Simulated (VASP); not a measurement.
A run of VASP 6.6.1:

Contents of INCAR:

```
SYSTEM = TiN
  PREC = Accurate
  ENCUT = 520
  EDIFF = 1E-7
  ISMEAR = -1
  SIGMA = 0.05
  LREAL = .FALSE.
  LASPH = .TRUE.
  NELM = 80
  ALGO = Normal
  ISIF = 2
  LWAVE = .FALSE.
  LCHARG = .FALSE.
  GGA = PE
  NBANDS = 16
```

Contents of KPOINTS:

```
regular mesh
0
G
  10 10 10
  0 0 0
```

File POSCAR:

```
TiN
1.0
    0.0000000000      2.1220000000      2.1220000000
    2.1220000000      0.0000000000      2.1220000000
    2.1220000000      2.1220000000      0.0000000000
Ti N
1 1
Direct
    0.0000000000      0.0000000000      0.0000000000
    0.5000000000      0.5000000000      0.5000000000
```

Potentials or basis: VASP PAW PBE potentials, release 64 (Ti_sv, N).

Run with:

```bash
$ cat potpaw_PBE.64/Ti_sv/POTCAR potpaw_PBE.64/N/POTCAR > POTCAR
$ mpirun -np 1 vasp_std > vasp.out
```

Hardware: 1 thread of Intel(R) Xeon(R) 6975P-C (Granite Rapids) (shared host).

**Question.** Estimate the wall time of this run.

**Answer.** Wall time 11 s on 1 thread of Intel(R) Xeon(R) 6975P-C (Granite Rapids), with other jobs on the host, peak memory 0.14 GiB. Counts: scf iterations 16, k points 47.
